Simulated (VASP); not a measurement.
A run of VASP 6.6.1:

The input INCAR:

```
ALGO = Normal ; EDIFF = 1E-7
EDIFFG = -0.01 ; ENCUT = 500
GGA = PE ; GGA_COMPAT = False
IBRION = 2 ; ISIF = 3
ISMEAR = 0 ; LASPH = True
LCHARG = False ; LMAXMIX = 6
LREAL = False ; LWAVE = False
NELM = 200 ; NELMIN = 4
NSW = 100 ; PREC = Accurate
SIGMA = 0.1
```

The input KPOINTS:

```
k-points
0
Gamma
  12 12 6
```

The input POSCAR:

```
ErBRh
1.0
    3.6667168664      0.0000000000      0.0000000000
   -1.8333584332      3.1754699548      0.0000000000
    0.0000000000      0.0000000000      8.2361762942
Er B Rh
2 2 2
Direct
    0.0000000000      0.0000000000      0.5000000000
    0.0000000000      0.0000000000      0.0000000000
    0.6666666667      0.3333333333      0.7500000000
    0.3333333333      0.6666666667      0.2500000000
    0.3333333333      0.6666666667      0.7500000000
    0.6666666667      0.3333333333      0.2500000000
```

Potentials or basis: VASP PAW PBE potentials, release 64 (Er_3, B, Rh_pv), 4f in core.

Run with:

```bash
$ cat potpaw_PBE.64/Er_3/POTCAR potpaw_PBE.64/B/POTCAR potpaw_PBE.64/Rh_pv/POTCAR > POTCAR
$ mpirun -np 1 vasp_std > vasp.out
```

Hardware: 1 thread of AMD EPYC 9R45 96-Core Processor (Zen 5), with other jobs on the host.

Task: Estimate the wall time of this run.

Result: Run time: 5 min on 1 thread of AMD EPYC 9R45 96-Core Processor (Zen 5), on a shared host, peak memory 0.33 GiB. Counts: scf iterations 34, k points 76, ion steps 3.
